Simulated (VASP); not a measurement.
A run of VASP 6.6.1 is set up as follows.

Contents of POSCAR:

```
InSb3
1.0
    4.5764900520      0.0000000000      0.0000000000
    0.0000000000      4.5764900520      0.0000000000
    0.0000000000      0.0000000000      4.5764900520
Sb In
3 1
Direct
    0.5000000000      0.5000000000      0.0000000000
    0.0000000000      0.5000000000      0.5000000000
    0.5000000000      0.0000000000      0.5000000000
    0.0000000000      0.0000000000      0.0000000000
```

INCAR.step1

```
SYSTEM = InSb3
PREC = Accurate
ENCUT = 520
ISMEAR = -1
SIGMA = 0.05
LREAL = .False.
LASPH = .True.
NELM = 80
NBANDS = 22
GGA = PE
ALGO = Normal
EDIFF = 1E-4
LWAVE = .True.
LCHARG = .False.
```

File INCAR.step2:

```
SYSTEM = InSb3
PREC = Accurate
ENCUT = 520
EDIFF = 1E-7
ISMEAR = -1
SIGMA = 0.05
LREAL = .False.
LASPH = .True.
NELM = 80
ALGO = Normal
ISIF = 2
LWAVE = .False.
LCHARG = .True.
METAGGA = R2SCAN
LMIXTAU = .True.
LELF = .True.
LVHAR = .True.
NBANDS = 22
ISTART = 1
```

File KPOINTS:

```
Automatic mesh
0
Gamma
  6 6 6
  0 0 0
```

Potentials or basis: VASP PAW PBE potentials, release 64 (Sb, In_d).

Launch:

```bash
$ cat potpaw_PBE.64/Sb/POTCAR potpaw_PBE.64/In_d/POTCAR > POTCAR
$ cp INCAR.step1 INCAR
$ mpirun -np 1 vasp_std > vasp.out
$ cp INCAR.step2 INCAR
$ mpirun -np 1 vasp_std > vasp.out
```

**Question.** What does it give for the pressure?

**Answer.** 10.0 GPa.

**Question.** Predict the band gap on the k mesh.

**Answer.** Zero (bands 14 and 15 overlap by 5.96 eV).

Caveat: the cell stands under pressure; the PAW data sets were made with another functional, which shifts forces and pressure a little; spin-orbit coupling is left out, which moves the levels of the heavy elements.
